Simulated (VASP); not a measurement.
# SnSe (I4/mmm) in VASP: further runs, part 2 of 2

VASP 6.6.1. Earlier steps stand in the parts before.

**5. Single point, LDA**

This run uses another cell than the first one, of the same volume but with other edges.

INCAR reads:

```
SYSTEM = SnSe
  PREC = Accurate
  ENCUT = 520
  EDIFF = 1E-6
  ISMEAR = 0
  SIGMA = 0.05
  LREAL = .FALSE.
  LASPH = .TRUE.
  NELM = 60
  ALGO = Normal
  ISIF = 2
  LWAVE = .FALSE.
  LCHARG = .TRUE.
  GGA = CA
  LELF = .TRUE.
  LVHAR = .TRUE.
  NBANDS = 17
```

KPOINTS reads:

```
Automatic mesh
0
G
  10 10 10
  0 0 0
```

POSCAR reads:

```
SnSe
1.0
    0.0000000000      2.9158752115      3.2074627327
    2.9158752115      0.0000000000      3.2074627327
    2.9158752115      2.9158752115      0.0000000000
Sn Se
1 1
Direct
    0.0000000000      0.0000000000      0.0000000000
    0.5000000000      0.5000000000      0.5000000000
```

Potentials or basis: VASP PAW LDA potentials, release 64 (Sn_d, Se).

Command:

```sh
$ cat potpaw_LDA.64/Sn_d/POTCAR potpaw_LDA.64/Se/POTCAR > POTCAR
$ mpirun -np 1 vasp_std > vasp.out
```

OUTCAR:

```text
SYSTEM = SnSe
   PREC = Accurate
   ENCUT = 520
   EDIFF = 1E-6
   ISMEAR = 0
   LREAL = .FALSE.
   LASPH = .TRUE.
   NELM = 60
   ISIF = 2
   GGA = CA

 ion  position               nearest neighbor table
   1  0.000  0.000  0.000-   2 2.92   2 2.92   2 2.92   2 2.92   2 3.21   2 3.21
   2  0.500  0.500  0.500-   1 2.92   1 2.92   1 2.92   1 2.92   1 3.21   1 3.21

  LATTYP: Found a body centered tetragonal cell.
 ALAT       =     4.1236702703
 C/A-ratio  =     1.5556349186

  Lattice vectors:

 A1 = (  -2.9158752115,   0.0000000000,   3.2074627327)
 A2 = (   2.9158752115,   0.0000000000,   3.2074627327)
 A3 = (   0.0000000000,   2.9158752115,  -3.2074627327)

Analysis of symmetry for initial positions (statically):
=====================================================================
 Subroutine PRICEL returns:
 Original cell was already a primitive cell.

 Routine SETGRP: Setting up the symmetry group for a
 body centered tetragonal supercell.

 Subroutine GETGRP returns: Found 16 space group operations
 (whereof 16 operations were pure point group operations)
 out of a pool of 16 trial point group operations.

The static configuration has the point symmetry D_4h.

Analysis of symmetry for dynamics (positions and initial velocities):
=====================================================================
 Subroutine PRICEL returns:
 Original cell was already a primitive cell.

 Routine SETGRP: Setting up the symmetry group for a
 body centered tetragonal supercell.

 Subroutine GETGRP returns: Found 16 space group operations
 (whereof 16 operations were pure point group operations)
 out of a pool of 16 trial point group operations.

The dynamic configuration has the point symmetry D_4h.

 Subroutine INISYM returns: Found 16 space group operations
 (whereof 16 operations are pure point group operations),
 and found     1 'primitive' translations

----------------------------------------------------------------------------------------

                                     Primitive cell

  volume of cell :      54.5418

  direct lattice vectors                    reciprocal lattice vectors
     0.000000000  2.915875211  3.207462733    -0.171475102  0.171475102  0.155886457
     2.915875211  0.000000000  3.207462733     0.171475102 -0.171475102  0.155886457
     2.915875211  2.915875211  0.000000000     0.171475102  0.171475102 -0.155886457

  length of vectors
     4.334760135  4.334760135  4.123670270     0.288284597  0.288284597  0.288284597

  position of ions in fractional coordinates (direct lattice)
     0.000000000  0.000000000  0.000000000
     0.500000000  0.500000000  0.500000000

  ion indices of the primitive-cell ions
   primitive index   ion index
                 1           1
                 2           2

----------------------------------------------------------------------------------------

 KPOINTS: Automatic mesh

Automatic generation of k-mesh.
 Grid dimensions read from file:
 generate k-points for:   10   10   10

 Generating k-lattice:

  Cartesian coordinates                     Fractional coordinates (reciprocal lattice)
    -0.017147510  0.017147510  0.015588646     0.100000000  0.000000000  0.000000000
     0.017147510 -0.017147510  0.015588646     0.000000000  0.100000000  0.000000000
     0.017147510  0.017147510 -0.015588646    -0.000000000 -0.000000000  0.100000000

  Length of vectors
     0.028828460  0.028828460  0.028828460

  Shift w.r.t. Gamma in fractional coordinates (k-lattice)
     0.000000000  0.000000000  0.000000000

 Subroutine IBZKPT returns following result:
 ===========================================

 Found    102 irreducible k-points:

 Following reciprocal coordinates:
            Coordinates               Weight
  0.000000  0.000000  0.000000      1.000000
  0.100000  0.000000  0.000000      8.000000
  0.200000  0.000000  0.000000      8.000000
  0.300000  0.000000  0.000000      8.000000
  0.400000  0.000000  0.000000      8.000000
  0.500000  0.000000  0.000000      4.000000
[... 16 lines left out ...]
  0.300000  0.300000  0.000000      2.000000
  0.400000  0.300000  0.000000      8.000000
 [... further k-points ...]
   k-points           NKPTS =    102   k-points in BZ     NKDIM =    102   number of bands    NBANDS=     17
   number of dos      NEDOS =    301   number of ions     NIONS =      2
   total plane-waves  NPLWV =  32768
   dimension x,y,z NGX =    32 NGY =   32 NGZ =   32
   dimension x,y,z NGXF=    64 NGYF=   64 NGZF=   64
   ions per type =               1   1
   NGX,Y,Z   is equivalent  to a cutoff of  12.27, 12.27, 12.90 a.u.
   NGXF,Y,Z  is equivalent  to a cutoff of  24.55, 24.55, 25.80 a.u.
 SYSTEM =  SnSe
   PREC   = accura    normal or accurate (medium, high low for compatibility)
   ISTART =      0    job   : 0-new  1-cont  2-samecut
   ICHARG =      2    charge: 1-file 2-atom 10-const
   ISPIN  =      1    spin polarized calculation?
   LNONCOLLINEAR =      F non collinear calculations
   LSORBIT =      F    spin-orbit coupling
   LASPH  =      T    aspherical Exc in radial PAW
   ENCUT  =  520.0 eV  38.22 Ry    6.18 a.u.   8.06  8.06  7.67*2*pi/ulx,y,z
   NELM   =     60;   NELMIN=  2; NELMDL= -5     # of ELM steps
   EDIFF  = 0.1E-05   stopping-criterion for ELM
   LREAL  =      F    real-space projection
   EDIFFG = 0.1E-04   stopping-criterion for IOM
   NSW    =      0    number of steps for IOM
   IBRION =     -1    ionic relax: 0-MD 1-quasi-New 2-CG
   NFREE  =      0    steps in history (QN), initial steepest desc. (CG)
   ISIF   =      2    stress and relaxation
   ISYM   =      2    0-nonsym 1-usesym 2-fastsym
   POTIM  = 0.5000    time-step for ionic-motion
   TEBEG  =    0.0;   TEEND  =   0.0 temperature during run
   PSTRESS=    0.0 pullay stress
   NELECT =      20.0000    total number of electrons
   NUPDOWN=      -1.0000    fix difference up-down
   EMIN   =  10.00;   EMAX   =-10.00  energy-range for DOS
   EFERMI =   0.00;   METHOD = LEGACY
   ISMEAR =     0;   SIGMA  =   0.05  broadening in eV -4-tet -1-fermi 0-gaus
   EFERMI_NEDOS =   21; number of points for ismear=-14 and -15
   IALGO  =     38    algorithm
   IMIX   =      4    mixing-type and parameters
     AMIX     =   0.40;   BMIX     =  1.00
     AMIX_MAG =   1.60;   BMIX_MAG =  1.00
  volume/ion in A,a.u.               =      27.27       184.03
  Fermi-wavevector in a.u.,A,eV,Ry     =   1.171768  2.214321 18.681350  1.373040
  Thomas-Fermi vector in A             =   2.308207
   LORBIT       =      0    0 simple, 1 ext, 2 COOP (PROOUT), +10 PAW based schemes
   GGA     = CA    functional components
   LHFCALC =     F    Hartree Fock is set to
   AEXX    =    0.0000 exact exchange contribution
   IVDW    =     0    specifies the selected vdW correction
   LEPSILON=     F    determine dielectric tensor
   LRPA    =     F    only Hartree local field effects (RPA)
 non-spin polarized calculation
 Gauss-broadening in eV      SIGMA  =   0.05
  energy-cutoff  :      520.00
  volume of cell :       54.54
 maximum number of plane-waves:      1496
   NGX = 17   NGY = 17   NGZ = 15

 number of electron      20.0000004 magnetization

 Free energy of the ion-electron system (eV)
  ---------------------------------------------------
  ext. energy  EPLUGINS =         0.00000000
  ---------------------------------------------------
  free energy    TOTEN  =        -9.36755535 eV

  energy without entropy =       -9.36738708  energy(sigma->0) =       -9.36747122

 E-fermi :   5.6991     XC(G=0):  -9.8688

 val. band max:        5.6476501238   @ k =  -0.4000   0.1000   0.0000
 cond. band min:       5.7626079143   @ k =  -0.4000  -0.0000   0.1000
 fundamental gap:      0.1149577905
 Fermi energy:         5.6991427537

 k-point     1 :       0.0000    0.0000    0.0000
  band No.  band energies     occupation
      1     -16.0924      2.00000
      2     -16.0724      2.00000
      3     -16.0724      2.00000
      4     -16.0464      2.00000
      5     -16.0460      2.00000
      6      -8.4842      2.00000
[... 9 lines left out ...]
     16      11.5690      0.00000
     17      12.2433      0.00000
[... 441 lines left out ...]
 k-point    24 :       0.4000    0.3000    0.0000
  band No.  band energies     occupation
      1     -16.1070      2.00000
      2     -16.0621      2.00000
      3     -16.0615      2.00000
      4     -16.0487      2.00000
      5     -16.0433      2.00000
      6      -7.7222      2.00000
[... 9 lines left out ...]
     16      15.8231      0.00000
     17      16.4800      0.00000

 [... further k-points ...]

------------------------ aborting loop because EDIFF is reached ----------------------------------------

  FORCE on cell =-STRESS in cart. coord.  units (eV):
  Direction    XX          YY          ZZ          XY          YZ          ZX
  --------------------------------------------------------------------------------------
  -------------------------------------------------------------------------------------
  Total        0.3156628      0.3156628     -2.6540854      0.0000000      0.0000000      0.0000000
  in kB        9.2726633      9.2726633    -77.9643378      0.0000000      0.0000000      0.0000000
  external PRESSURE =     -19.8063371 kB  Pullay stress =       0.0000000 kB

 VOLUME and BASIS-vectors are now :
 -----------------------------------------------------------------------------
  energy-cutoff  :      520.00
  volume of cell :       54.54
      direct lattice vectors                 reciprocal lattice vectors
     0.000000000  2.915875211  3.207462733    -0.171475102  0.171475102  0.155886457
     2.915875211  0.000000000  3.207462733     0.171475102 -0.171475102  0.155886457
     2.915875211  2.915875211  0.000000000     0.171475102  0.171475102 -0.155886457

 POSITION                                       TOTAL-FORCE (eV/Angst)
 -----------------------------------------------------------------------------------
      0.00000      0.00000      0.00000         0.000000     -0.000000     -0.000000
      2.91588      2.91588      3.20746         0.000000      0.000000      0.000000
 -----------------------------------------------------------------------------------
    total drift:                                0.000000     -0.000000     -0.000000

  FREE ENERGIE OF THE ION-ELECTRON SYSTEM (eV)
  ---------------------------------------------------
  free  energy   TOTEN  =        -9.3675553528 eV

  energy  without entropy=       -9.3673870772  energy(sigma->0) =       -9.36747122
```

OSZICAR:

```text
N       E                     dE             d eps       ncg     rms          rms(c)
DAV:   1     0.132716783880E+03    0.13272E+03   -0.97086E+03  3512   0.143E+03
DAV:   2     0.326740457787E+01   -0.12945E+03   -0.12544E+03  3766   0.347E+02
DAV:   3    -0.924545237222E+01   -0.12513E+02   -0.12416E+02  4318   0.949E+01
DAV:   4    -0.956448101658E+01   -0.31903E+00   -0.31879E+00  4117   0.161E+01
DAV:   5    -0.957393770263E+01   -0.94567E-02   -0.94563E-02  5035   0.270E+00    0.330E+00
DAV:   6    -0.937727789485E+01    0.19666E+00   -0.48231E-01  5158   0.408E+00    0.197E+00
DAV:   7    -0.936938059655E+01    0.78973E-02   -0.70900E-02  4116   0.125E+00    0.941E-01
DAV:   8    -0.936772958991E+01    0.16510E-02   -0.73915E-03  4179   0.735E-01    0.813E-02
DAV:   9    -0.936754829385E+01    0.18130E-03   -0.13558E-03  4985   0.268E-01    0.407E-02
DAV:  10    -0.936755442465E+01   -0.61308E-05   -0.10629E-04  4016   0.612E-02    0.106E-02
DAV:  11    -0.936755535281E+01   -0.92816E-06   -0.60494E-06  4696   0.179E-02
   1 F= -.93675554E+01 E0= -.93674712E+01  d E =-.168276E-03
```

stdout:

```text
POSCAR found type information on POSCAR SnSe
 POSCAR found :  2 types and       2 ions
 scaLAPACK will be used
 LDA part: xc-table for (Slater(with rela. corr.)+CA(PZ))
 , standard interpolation
 POSCAR, INCAR and KPOINTS ok, starting setup
 FFT: planning ... GRIDC
 FFT: planning ... GRID_SOFT
 FFT: planning ... GRID
 WAVECAR not read
 entering main loop
```

Wall time 35 s (1 thread of Intel Xeon Platinum 8559C (Emerald Rapids), shared host); peak memory 0.22 GiB.

Results:

- Free energy: -9.3676 eV
- Pressure: -2.0 GPa
- Band gap on the k mesh: 0.11 eV, indirect (least direct gap 0.23 eV)

Stress tensor (GPa, compression positive):
```
 0.93  0.00  0.00
 0.00  0.93  0.00
 0.00  0.00 -7.80
```

Caveat: spin-orbit coupling is left out, which moves the levels of the heavy elements. A k mesh can miss the band edges.

**6. Summary**

| cell | gap on the mesh (eV) | pressure (GPa) |
| --- | --- | --- |
| a = 4.170, b = 4.170, c = 4.494 Å, angles 57.4, 57.4, 65.2°, 2 atoms | - | 0.3 |
| a = 4.147, b = 4.147, c = 4.624 Å, angles 56.1, 56.1, 67.8°, 2 atoms | none | 4.2 |
| a = 4.523, b = 4.523, c = 3.900 Å, angles 64.5, 64.5, 51.1°, 2 atoms | none | 4.1 |
| a = 4.335, b = 4.335, c = 4.124 Å, angles 61.6, 61.6, 56.8°, 2 atoms | 0.11 | -2.0 |

Alike in all rows: task single point; level LDA; potentials or basis VASP PAW LDA potentials, release 64 (Sn_d, Se); no spin polarisation; k mesh 10 × 10 × 10; cutoff (eV) 520; smearing gaussian 0.05 eV.

Caveats: spin-orbit coupling is left out, which moves the levels of the heavy elements.

Total energies depend on the potentials used, so only differences within one code and one set of settings carry meaning.
